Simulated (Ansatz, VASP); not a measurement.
# MgO in VASP and in Ansatz

File POSCAR:

```
MgO
1.0
    0.0000000000      2.1021674167      2.1021674167
    2.1021674167      0.0000000000      2.1021674167
    2.1021674167      2.1021674167      0.0000000000
Mg O
1 1
Direct
    0.0000000000      0.0000000000      0.0000000000
    0.5000000000      0.5000000000      0.5000000000
```

File INCAR.step1:

```
SYSTEM = MgO
PREC = Accurate
ENCUT = 520
EDIFF = 1E-5
ISMEAR = 0
SIGMA = 0.01
LREAL = .False.
LASPH = .True.
NELM = 80
ALGO = Normal
ISIF = 2
LWAVE = .True.
LCHARG = .False.
GGA = PE
NBANDS = 11
```

The input INCAR.step2:

```
SYSTEM = MgO
PREC = Accurate
ENCUT = 520
EDIFF = 1E-6
ISMEAR = 0
SIGMA = 0.01
LREAL = .False.
LASPH = .True.
NELM = 80
ALGO = Normal
ISIF = 2
LWAVE = .False.
LCHARG = .False.
GGA = PE
LHFCALC = .True.
HFSCREEN = 0.2079
PRECFOCK = Normal
ISTART = 1
NBANDS = 11
```

The input KPOINTS:

```
Automatic mesh
0
Gamma
  8 8 8
  0 0 0
```

Input for Ansatz:

```yaml
crystal:
  lattice:
    - [0.0, 2.1021674167, 2.1021674167]
    - [2.1021674167, 0.0, 2.1021674167]
    - [2.1021674167, 2.1021674167, 0.0]
  atoms:
    - { symbol: Mg, position: [0.0, 0.0, 0.0] }
    - { symbol: O, position: [0.5, 0.5, 0.5] }
kpoints:
  mp_grid: { grid: [8, 8, 8] }
  band_path:
    path:
      - [0.0, 0.0, 0.0]
      - [0.5, 0.0, 0.5]
      - [0.625, 0.25, 0.625]
      - [0.375, 0.375, 0.75]
      - [0.5, 0.5, 0.5]
      - [0.5, 0.25, 0.75]
    npoints: 1
hamiltonian:
  xc: hse06
scf:
  occupations: { method: fixed }
  n_extra_bands: 4
output:
  forces: true
  stress: true
  eigenvalues: true
  write_density: true
  write_potential: true
  elf: true
  volumetric_format: npy
```

Alike in both runs: task single point; functional HSE06; k mesh 8 × 8 × 8; no spin polarisation.

|  | VASP | Ansatz |
| --- | --- | --- |
| version | VASP 6.6.1 | Ansatz 0.2.0 |
| potentials or method | VASP PAW PBE potentials, release 64 (Mg, O) | plane waves, PAW |
| plane-wave cutoff (eV) | 520 | 420 |
| occupations | gaussian, width 0.01 eV | fixed |
| valence electrons in the cell | 8 | 16 |

Ansatz gave:

| Property | Result |
| --- | --- |
| gap on the k mesh at the Fermi level (eV) | 6.54 |
| pressure (GPa) | -0.3 |

What did VASP give for the same quantities?

gap on the k mesh at the Fermi level (eV): 6.50; pressure (GPa): -0.6.

VASP's potentials hold 8 valence electrons a cell and Ansatz's 16, so a difference there can come from the potentials and not from the codes. Ansatz's warnings: stress exchange threshold loose, stress scf threshold loose.
